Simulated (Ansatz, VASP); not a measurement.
One calculation of Zn, two programs

The input INCAR:

```
PREC = Accurate ; ENCUT = 520
EDIFF = 1E-7 ; ISMEAR = -1
SIGMA = 0.1 ; LREAL = F
LASPH = T ; NELM = 60
ALGO = Normal ; ISIF = 2
LWAVE = F ; LCHARG = F
GGA = RE ; NBANDS = 19
```

The input KPOINTS:

```
regular mesh
0
Gamma
  22 22 10
```

POSCAR

```
Zn
1.0
    2.6814165092      0.0000000000      0.0000000000
   -1.3407082546      2.3221748151      0.0000000000
    0.0000000000      0.0000000000      5.0308882090
Zn
2
Direct
    0.3333333333      0.6666666667      0.2500000000
    0.6666666667      0.3333333333      0.7500000000
```

Input for Ansatz:

```yaml
crystal:
  lattice:
    - [2.6814165103, 0.0, 0.0]
    - [-1.3407082552, 2.3221748161, 0.0]
    - [0.0, 0.0, 5.030888215]
  atoms:
    - { symbol: Zn, position: [0.3333333333, 0.6666666667, 0.25] }
    - { symbol: Zn, position: [0.6666666667, 0.3333333333, 0.75] }
hamiltonian:
  xc: revpbe
  pseudopotentials:
    kind: paw
    azcp:
      Zn: "pseudopotentials/Zn.paw.azcp"
basis:
  ecutwfc: 420
  fft_grid_basis: typed
kpoints:
  mp_grid: { grid: [22, 22, 10], shift: [0, 0, 0] }
magnetization:
  spin_polarized: false
scf:
  occupations: { method: fermi_dirac, width: 0.1 }
output:
  stress: true
```

Alike in both runs: task single point; functional revPBE; k mesh 22 × 22 × 10; occupations fermi-dirac, width 0.1 eV; no spin polarisation.

```csv
,VASP,Ansatz
version,VASP 6.6.1,Ansatz 0.2.0
potentials or method,"VASP PAW PBE potentials, release 64 (Zn), cutoff 520 eV","plane waves (420 eV) with PAW, scalar-relativistic"
valence electrons in the cell,24,24
```

|  | VASP | Ansatz | Ansatz less VASP |
| --- | --- | --- | --- |
| pressure (GPa) | 0.4 | 0.1 | -0.29 |
| traceless stress, the component that is largest in VASP (GPa) | 0.17 | 0.33 | +0.160 |

VASP's potentials were made for PBE, not for revPBE. With one functional, cell and mesh, what is left measures potentials, basis and numerics.
